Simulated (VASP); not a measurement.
# Sr (P6/mmm) in VASP: a series of runs

Sr is run at these levels: PBE; tasks: single point, relaxation of cell and atoms.

Program: VASP 6.6.1. These are calculated values, not measurements. Logs are shortened: lines on timing, memory, paths and dates and some standing lists are left out, and cuts for length are marked.

## Step 1: The cell of the first run

The structure is hexagonal, space group P6/mmm (No. 191). The conventional cell has a = 4.084 Å, b = 4.084 Å, c = 3.817 Å, α = 90.00°, β = 90.00°, γ = 120.00°. Sr (site symmetry 6/mmm) has 8 Sr at 3.82 to 4.08 Å within 5.0 Å.

## Step 2: Single point, PBE

Input file INCAR:

```
SYSTEM = Sr
PREC     = Accurate       ! precision mode
ENCUT    = 520            ! plane-wave cutoff, eV
EDIFF    = 1E-7           ! SCF threshold, eV
ISMEAR   = 0              ! smearing method
SIGMA    = 0.1            ! smearing width, eV
LREAL    = .False.        ! projectors in reciprocal space
LASPH    = .True.         ! aspherical terms in the spheres
NELM     = 100            ! most SCF steps
ALGO     = Normal         ! electronic algorithm
ISIF     = 2              ! what is computed and relaxed
LWAVE    = .False.        ! write WAVECAR
LCHARG   = .False.        ! write CHGCAR
GGA      = PE             ! functional
NBANDS   = 11             ! bands
```

Input file KPOINTS:

```
Automatic mesh
0
Gamma
  15 15 14
  0 0 0
```

Input file POSCAR:

```
Sr
1.0
    4.0840301531      0.0000000000      0.0000000000
   -2.0420150765      3.5368738624      0.0000000000
    0.0000000000      0.0000000000      3.8170968529
Sr
1
Direct
    0.0000000000      0.0000000000      0.0000000000
```

Potentials or basis: VASP PAW PBE potentials, release 64 (Sr_sv).

On the command line:

```
$ cat potpaw_PBE.64/Sr_sv/POTCAR > POTCAR
$ mpirun -np 1 vasp_std > vasp.out
```

OUTCAR:

```text
SYSTEM = Sr
   PREC = Accurate
   ENCUT = 520
   EDIFF = 1E-7
   ISMEAR = 0
   LREAL = .False.
   LASPH = .True.
   NELM = 100
   ISIF = 2
   GGA = PE

 ion  position               nearest neighbor table
   1  0.000  0.000  0.000-

  LATTYP: Found a hexagonal cell.
 ALAT       =     4.0840301531
 C/A-ratio  =     0.9346397333

  Lattice vectors:

 A1 = (   4.0840301531,   0.0000000000,   0.0000000000)
 A2 = (  -2.0420150765,   3.5368738624,   0.0000000000)
 A3 = (   0.0000000000,   0.0000000000,   3.8170968529)

Analysis of symmetry for initial positions (statically):
=====================================================================
 Subroutine PRICEL returns:
 Original cell was already a primitive cell.

 Routine SETGRP: Setting up the symmetry group for a
 hexagonal supercell.

 Subroutine GETGRP returns: Found 24 space group operations
 (whereof 24 operations were pure point group operations)
 out of a pool of 24 trial point group operations.

The static configuration has the point symmetry D_6h.

Analysis of symmetry for dynamics (positions and initial velocities):
=====================================================================
 Subroutine PRICEL returns:
 Original cell was already a primitive cell.

 Routine SETGRP: Setting up the symmetry group for a
 hexagonal supercell.

 Subroutine GETGRP returns: Found 24 space group operations
 (whereof 24 operations were pure point group operations)
 out of a pool of 24 trial point group operations.

The dynamic configuration has the point symmetry D_6h.

 Subroutine INISYM returns: Found 24 space group operations
 (whereof 24 operations are pure point group operations),
 and found     1 'primitive' translations

----------------------------------------------------------------------------------------

                                     Primitive cell

  volume of cell :      55.1368

  direct lattice vectors                    reciprocal lattice vectors
     4.084030153  0.000000000  0.000000000     0.244856175  0.141367778  0.000000000
    -2.042015076  3.536873862  0.000000000     0.000000000  0.282735557  0.000000000
     0.000000000  0.000000000  3.817096853     0.000000000  0.000000000  0.261979205

  length of vectors
     4.084030153  4.084030153  3.817096853     0.282735557  0.282735557  0.261979205

  position of ions in fractional coordinates (direct lattice)
     0.000000000  0.000000000  0.000000000

  ion indices of the primitive-cell ions
   primitive index   ion index
[... 73 lines left out ...]
   EDIFF  = 0.1E-06   stopping-criterion for ELM
   LREAL  =      F    real-space projection
   EDIFFG = 0.1E-05   stopping-criterion for IOM
   NSW    =      0    number of steps for IOM
   IBRION =     -1    ionic relax: 0-MD 1-quasi-New 2-CG
   NFREE  =      0    steps in history (QN), initial steepest desc. (CG)
   ISIF   =      2    stress and relaxation
   ISYM   =      2    0-nonsym 1-usesym 2-fastsym
   POTIM  = 0.5000    time-step for ionic-motion
   TEBEG  =    0.0;   TEEND  =   0.0 temperature during run
   PSTRESS=    0.0 pullay stress
   NELECT =      10.0000    total number of electrons
   NUPDOWN=      -1.0000    fix difference up-down
   EMIN   =  10.00;   EMAX   =-10.00  energy-range for DOS
   EFERMI =   0.00;   METHOD = LEGACY
   ISMEAR =     0;   SIGMA  =   0.10  broadening in eV -4-tet -1-fermi 0-gaus
   EFERMI_NEDOS =   21; number of points for ismear=-14 and -15
   IALGO  =     38    algorithm
   IMIX   =      4    mixing-type and parameters
     AMIX     =   0.40;   BMIX     =  1.00
     AMIX_MAG =   1.60;   BMIX_MAG =  1.00
  volume/ion in A,a.u.               =      55.14       372.08
  Fermi-wavevector in a.u.,A,eV,Ry     =   0.926675  1.751162 11.683692  0.858727
  Thomas-Fermi vector in A             =   2.052663
   LORBIT       =      0    0 simple, 1 ext, 2 COOP (PROOUT), +10 PAW based schemes
   GGA     = PE    functional components
   LHFCALC =     F    Hartree Fock is set to
   AEXX    =    0.0000 exact exchange contribution
   IVDW    =     0    specifies the selected vdW correction
   LEPSILON=     F    determine dielectric tensor
   LRPA    =     F    only Hartree local field effects (RPA)
 non-spin polarized calculation
 Gauss-broadening in eV      SIGMA  =   0.10
  energy-cutoff  :      520.00
  volume of cell :       55.14
 maximum number of plane-waves:      1504
   NGX = 15   NGY = 15   NGZ = 15

 number of electron      10.0000000 magnetization

 Free energy of the ion-electron system (eV)
  ---------------------------------------------------
  ext. energy  EPLUGINS =         0.00000000
  ---------------------------------------------------
  free energy    TOTEN  =        -1.41750097 eV

  energy without entropy =       -1.41137257  energy(sigma->0) =       -1.41443677

 E-fermi :   1.5024     XC(G=0):  -7.3329

 val. band max:        1.4898311341   @ k =   0.4000   0.2000   0.3571
 cond. band min:       1.5159425728   @ k =   0.4667   0.0000   0.2857
 fundamental gap:      0.0261114388
 Fermi energy:         1.5024068952

 k-point     1 :       0.0000    0.0000    0.0000
  band No.  band energies     occupation
      1     -35.2211      2.00000
      2     -17.0951      2.00000
      3     -17.0951      2.00000
      4     -17.0650      2.00000
      5      -2.0344      2.00000
      6       2.2904      0.00000
      7       3.8410      0.00000
      8       3.8410      0.00000
      9       6.5900      0.00000
     10       6.5900      0.00000
     11       8.7669      0.00000
[... 309 lines left out ...]
 k-point    24 :       0.4000    0.2000    0.0000
  band No.  band energies     occupation
      1     -35.2029      2.00000
      2     -17.2999      2.00000
      3     -17.2010      2.00000
      4     -17.0384      2.00000
      5       0.9591      2.00000
      6       1.5691      0.34539
      7       2.3077      0.00000
      8       4.9765      0.00000
      9       5.7342      0.00000
     10       6.1699      0.00000
     11       6.7831      0.00000

 [... further k-points ...]
[... 5 lines left out ...]
  --------------------------------------------------------------------------------------
  -------------------------------------------------------------------------------------
  Total        0.0053348      0.0053348     -0.0092597      0.0000000     -0.0000000      0.0000000
  in kB        0.1550189      0.1550189     -0.2690697      0.0000000     -0.0000000      0.0000000
  external PRESSURE =       0.0136560 kB  Pullay stress =       0.0000000 kB

 VOLUME and BASIS-vectors are now :
 -----------------------------------------------------------------------------
  energy-cutoff  :      520.00
  volume of cell :       55.14
      direct lattice vectors                 reciprocal lattice vectors
     4.084030153  0.000000000  0.000000000     0.244856175  0.141367778  0.000000000
    -2.042015076  3.536873862  0.000000000     0.000000000  0.282735557  0.000000000
     0.000000000  0.000000000  3.817096853     0.000000000  0.000000000  0.261979205

 POSITION                                       TOTAL-FORCE (eV/Angst)
 -----------------------------------------------------------------------------------
      0.00000      0.00000      0.00000         0.000000      0.000000      0.000000
 -----------------------------------------------------------------------------------
    total drift:                                0.000000      0.000000     -0.000000

  FREE ENERGIE OF THE ION-ELECTRON SYSTEM (eV)
  ---------------------------------------------------
  free  energy   TOTEN  =        -1.4175009650 eV

  energy  without entropy=       -1.4113725706  energy(sigma->0) =       -1.41443677
```

It took 81 s on 1 thread of Intel Xeon Platinum 8259CL at 2.50GHz (Skylake/Cascade Lake), shared host; peak memory 0.26 GiB.

Results:

- Free energy: -1.4175 eV
- Pressure: 0.0 GPa
- Band gap on the k mesh: zero (band 5 reaches 1.96 eV, above the bottom of band 6 at 1.19 eV)

## Step 3: Relaxation of cell and atoms, PBE

This run uses another cell than the first one, of 58.07 Å³/atom, 1.053 times its volume.

Input file INCAR:

```
  ALGO = Normal
  EDIFF = 1E-7
  EDIFFG = -0.01
  ENCUT = 600
  GGA = PE
  IBRION = 2
  ISIF = 3
  ISMEAR = 0
  LASPH = T
  LCHARG = F
  LREAL = F
  LWAVE = F
  NELM = 100
  NSW = 100
  PREC = Accurate
  SIGMA = 0.1
```

Input file KPOINTS:

```
k-points
0
Gamma
  15 15 14
```

Input file POSCAR:

```
Sr
1.0
    4.1555776753      0.0000000000      0.0000000000
   -2.0777888376      3.5988358342      0.0000000000
    0.0000000000      0.0000000000      3.8828678903
Sr
1
Direct
    0.0000000000      0.0000000000      0.0000000000
```

Potentials or basis: VASP PAW PBE potentials, release 64 (Sr_sv).

On the command line:

```
$ cat potpaw_PBE.64/Sr_sv/POTCAR > POTCAR
$ mpirun -np 1 vasp_std > vasp.out
```

Wall time 7.2 min (1 thread of Intel Xeon Platinum 8259CL at 2.50GHz (Skylake/Cascade Lake), shared host); peak memory 0.31 GiB.

Results (log left out):

| Quantity | Value |
| --- | --- |
| Free energy | -1.4175 eV |
| Relaxed volume | 55.15 Å³/atom |
| Relaxed cell | a = 4.086 Å, b = 4.086 Å, c = 3.815 Å, α = 90.00°, β = 90.00°, γ = 120.00° |
| Space group after relaxing (to 0.05 Å) | P6/mmm (No. 191) |
| Energy gained by relaxing | 3.9 meV/atom |
| Ionic steps | 6 |
| Pressure after relaxing | 0.0 GPa |
| Band gap on the k mesh | zero (band 5 reaches 1.96 eV, above the bottom of band 6 at 1.19 eV) |

The path:
```
step  energy change (eV)  largest force (eV/Å)  pressure (GPa)  volume (Å³)
   1              0.0000                0.0000           -0.41        58.07
   2             -0.0026                0.0000           -0.23        56.83
   3             -0.0035                0.0000           -0.05        55.64
   4             -0.0035                0.0000           -0.03        55.58
   5             -0.0038                0.0000           -0.01        55.32
   6             -0.0039                0.0000            0.00        55.15
```

Final structure:
```
CELL_PARAMETERS angstrom
4.08568 0.00000 0.00000
-2.04284 3.53830 0.00000
0.00000 0.00000 3.81524
ATOMIC_POSITIONS crystal
Sr 0.00000 0.00000 0.00000
```

Levels at points of the mesh, in eV from the Fermi level:
```tsv
k point	band 2	band 3	band 4	band 5	band 6	band 7	band 8	band 9
(0.00, 0.00, 0.00)	-18.60	-18.60	-18.57	-3.54	0.79	2.34	2.34	5.09
(0.00, 0.00, 0.50)	-18.87	-18.57	-18.57	-1.35	-0.23	2.85	2.85	3.32
```

## Step 4: Relaxation of cell and atoms, PBE

This run uses another cell than the first one: it holds 3 atoms, not 1.

Input file INCAR:

```
PREC = Accurate
ENCUT = 600
EDIFF = 1E-6
ISMEAR = 0
SIGMA = 0.1
LREAL = False
LASPH = True
NELM = 100
ALGO = Normal
ISIF = 3
LWAVE = False
LCHARG = False
GGA = PE
IBRION = 2
NSW = 100
EDIFFG = -0.01
```

Input file KPOINTS:

```
regular mesh
0
Gamma
  9 9 10
```

Input file POSCAR:

```
Sr
1.0
    7.2119416892      0.0000000000      0.0000000000
   -3.6059708446      6.2457247135      0.0000000000
    0.0000000000      0.0000000000      4.4212338182
Sr
3
Direct
    0.0000000000      0.0000000000      0.0000000000
    0.3333333333      0.6666666667      0.5000000000
    0.6666666667      0.3333333333      0.5000000000
```

On the command line:

```
$ cat potpaw_PBE.64/Sr_sv/POTCAR > POTCAR
$ mpirun -np 1 vasp_std > vasp.out
```

Run time: 17 min. Hardware: 1 thread of Intel Xeon Platinum 8488C (Sapphire Rapids), shared host; peak memory 0.54 GiB.

It converged, with:

| Property | Result |
| --- | --- |
| Free energy | -4.7576 eV |
| Relaxed volume | 55.40 Å³/atom |
| Relaxed cell | a = 6.851 Å, b = 6.851 Å, c = 4.089 Å, α = 90.00°, β = 90.00°, γ = 120.00° |
| Space group after relaxing (to 0.05 Å) | P6/mmm (No. 191) |
| Energy gained by relaxing | 56.6 meV/atom |
| Ionic steps | 9 |
| Pressure after relaxing | 0.0 GPa |
| Band gap on the k mesh | zero (band 15 reaches 1.73 eV, above the bottom of band 16 at 1.54 eV) |

Step by step:
| step | energy change (eV) | largest force (eV/Å) | pressure (GPa) | volume (Å³) |
| --- | --- | --- | --- | --- |
| 1 | 0.0000 | 0.0000 | -1.45 | 199.15 |
| 2 | -0.1229 | 0.0000 | -0.84 | 182.34 |
| 3 | -0.1666 | 0.0000 | -0.13 | 168.58 |
| 4 | -0.1676 | 0.0000 | 0.02 | 166.15 |
| 5 | -0.1676 | 0.0000 | -0.01 | 166.77 |
| 6 | -0.1691 | 0.0000 | -0.03 | 166.72 |
| 7 | -0.1697 | 0.0000 | -0.04 | 166.67 |
| 8 | -0.1697 | 0.0000 | -0.04 | 166.67 |
| 9 | -0.1698 | 0.0000 | -0.01 | 166.19 |

Final structure:
```
Sr
1.0
     6.85064    0.00000    0.00000
    -3.42532    5.93283    0.00000
     0.00000    0.00000    4.08893
Sr
3
Direct
  0.00000 0.00000 0.00000
  0.33333 0.66667 0.50000
  0.66667 0.33333 0.50000
```

Levels at points of the mesh, in eV from the Fermi level:
```
           k point  band 12  band 13  band 14  band 15  band 16  band 17  band 18  band 19
(0.00, 0.00, 0.00)   -18.55    -3.66    -0.13     0.13     0.13     0.18     0.18     0.49
(0.00, 0.00, 0.50)   -18.59    -1.42    -0.97     0.03     0.03     0.18     0.18     1.69
```

Caveat: the volume moved by over 15 % at a fixed basis, so the end points are rough.

## Step 5: Single point, PBE

This run uses another cell than the first one: it holds 3 atoms, not 1.

Input file INCAR:

```
SYSTEM = Sr
PREC = Accurate
ENCUT = 520
EDIFF = 1E-6
ISMEAR = 0
SIGMA = 0.1
LREAL = .False.
LASPH = .True.
NELM = 100
ALGO = Normal
ISIF = 2
LWAVE = .False.
LCHARG = .True.
GGA = PE
LELF = .True.
LVHAR = .True.
NBANDS = 22
```

Input file KPOINTS:

```
regular mesh
0
Gamma
  3 3 4
  0 0 0
```

Input file POSCAR:

```
Sr
1.0
    7.9353059888      0.0000000000      0.0000000000
   -3.9676529944      6.8721765731      0.0000000000
    0.0000000000      0.0000000000      4.0038412923
Sr
3
Direct
    0.0000000000      0.5000000000      0.5000000000
    0.5000000000      0.0000000000      0.5000000000
    0.5000000000      0.5000000000      0.5000000000
```

On the command line:

```
$ cat potpaw_PBE.64/Sr_sv/POTCAR > POTCAR
$ mpirun -np 1 vasp_std > vasp.out
```

Run time: 36 s. Hardware: 1 thread of Intel Xeon Platinum 8488C (Sapphire Rapids), shared host; peak memory 0.31 GiB.

The run converged. Its results:

```yaml
Free_energy: -3.2519 eV
Pressure: 0.1 GPa
Band_gap_on_the_k_mesh: zero (band 15 reaches 0.67 eV, above the bottom of band 16 at 0.41 eV)
```

Stress tensor (GPa, compression positive):
```
 0.25  0.00  0.00
 0.00  0.25  0.00
 0.00  0.00 -0.16
```

Levels at points of the mesh, in eV from the Fermi level:
| k point | band 11 | band 12 | band 13 | band 14 | band 15 | band 16 | band 17 | band 18 | band 19 | band 20 |
| --- | --- | --- | --- | --- | --- | --- | --- | --- | --- | --- |
| (0.00, 0.00, 0.00) | -18.81 | -18.81 | -3.13 | -0.58 | -0.58 | -0.11 | 0.24 | 0.75 | 0.91 | 0.91 |
| (0.00, 0.00, 0.50) | -18.80 | -18.80 | -1.18 | -0.42 | -0.11 | 0.46 | 0.46 | 0.89 | 0.94 | 0.94 |

Caveat: the k points lie up to 0.39 Å⁻¹ apart.

## Step 6: Relaxation of cell and atoms, PBE

This run uses another cell than the first one: it holds 3 atoms, not 1.

Input file INCAR:

```
ALGO = Normal
EDIFF = 1E-7
EDIFFG = -0.04
ENCUT = 600
GGA = PE
IBRION = 2
ISIF = 3
ISMEAR = 0
LASPH = True
LCHARG = False
LREAL = False
LWAVE = False
NELM = 100
NSW = 90
PREC = Accurate
SIGMA = 0.1
```

Input file KPOINTS:

```
k-points
0
Gamma
  3 3 4
```

Input file POSCAR:

```
Sr
1.0
    6.9139208714      0.0000000000      0.0000000000
   -3.4569604357      5.9876311143      0.0000000000
    0.0000000000      0.0000000000      5.3098735380
Sr
3
Direct
    0.0000000000      0.5000000000      0.5000000000
    0.5000000000      0.0000000000      0.5000000000
    0.5000000000      0.5000000000      0.5000000000
```

Potentials or basis: VASP PAW PBE potentials, release 64 (Sr_sv).

On the command line:

```
$ cat potpaw_PBE.64/Sr_sv/POTCAR > POTCAR
$ mpirun -np 1 vasp_std > vasp.out
```

It took 6.6 min on 1 thread of Intel Xeon Platinum 8488C (Sapphire Rapids), shared host; peak memory 0.39 GiB.

It converged, with:

```yaml
Free_energy: -3.2546 eV
Relaxed_volume: 74.71 Å³/atom
Relaxed_cell: a = 8.053 Å, b = 8.053 Å, c = 3.990 Å, α = 90.00°, β = 90.00°, γ = 120.00°
Space_group_after_relaxing_to_0.05_Å: P6/mmm (No. 191)
Energy_gained_by_relaxing: 624.3 meV/atom
Ionic_steps: 10
Pressure_after_relaxing: 0.0 GPa
Band_gap_on_the_k_mesh: zero (band 15 reaches 0.58 eV, above the bottom of band 16 at 0.35 eV)
```

The path:
```
step  energy change (eV)  largest force (eV/Å)  pressure (GPa)  volume (Å³)
   1              0.0000                0.0000            1.92       219.82
   2             -1.0833                0.0000            0.31       246.88
   3             -1.6548                0.0000           -0.81       278.31
   4             -1.6717                0.0000           -0.84       281.84
   5             -1.7947                0.0000           -0.59       260.69
   6             -1.8091                0.0000           -0.49       253.30
   7             -1.7969                0.0000           -0.25       238.70
   8             -1.8116                0.0000           -0.44       249.41
   9             -1.8573                0.0000           -0.24       235.44
  10             -1.8728                0.0000           -0.04       224.12
```

Final structure:
```yaml
crystal:
  lattice:
    - [8.05323, 0.00000, 0.00000]
    - [-4.02661, 6.97430, 0.00000]
    - [0.00000, 0.00000, 3.99036]
  atoms:
    - { symbol: Sr, position: [0.00000, 0.50000, 0.50000] }
    - { symbol: Sr, position: [0.50000, 0.00000, 0.50000] }
    - { symbol: Sr, position: [0.50000, 0.50000, 0.50000] }
```

Levels at points of the mesh, in eV from the Fermi level:
```
           k point  band 12  band 13  band 14  band 15  band 16  band 17  band 18  band 19
(0.00, 0.00, 0.00)   -18.84    -3.10    -0.62    -0.62    -0.05     0.17     0.76     0.86
(0.00, 0.00, 0.50)   -18.83    -1.11    -0.39    -0.08     0.46     0.46     0.97     0.97
```

## Step 7: Overview

| task | cell | k mesh | cutoff (eV) | gap on the mesh (eV) | pressure (GPa) | relaxed volume (Å³/atom) |
| --- | --- | --- | --- | --- | --- | --- |
| single point | a = 4.084, b = 4.084, c = 3.817 Å, angles 90.0, 90.0, 120.0°, 1 atom | 15 × 15 × 14 | 520 | none | 0.0 | - |
| relaxation of cell and atoms | relaxed from a = 4.156, b = 4.156, c = 3.883 Å, angles 90.0, 90.0, 120.0°, 1 atom | 15 × 15 × 14 | 600 | none | 0.0 | 55.15 |
| relaxation of cell and atoms | relaxed from a = 7.212, b = 7.212, c = 4.421 Å, angles 90.0, 90.0, 120.0°, 3 atoms | 9 × 9 × 10 | 600 | none | 0.0 | 55.40 |
| single point | a = 7.935, b = 7.935, c = 4.004 Å, angles 90.0, 90.0, 120.0°, 3 atoms | 3 × 3 × 4 | 520 | none | 0.1 | - |
| relaxation of cell and atoms | relaxed from a = 6.914, b = 6.914, c = 5.310 Å, angles 90.0, 90.0, 120.0°, 3 atoms | 3 × 3 × 4 | 600 | none | 0.0 | 74.71 |

Alike in all rows: level PBE; potentials or basis VASP PAW PBE potentials, release 64 (Sr_sv); no spin polarisation; smearing gaussian 0.1 eV.

Caveats: some runs use coarse meshes; the volume moved by over 15 % at a fixed basis, so the end points are rough (some runs).

Absolute energies hang on the potentials; compare differences alone.
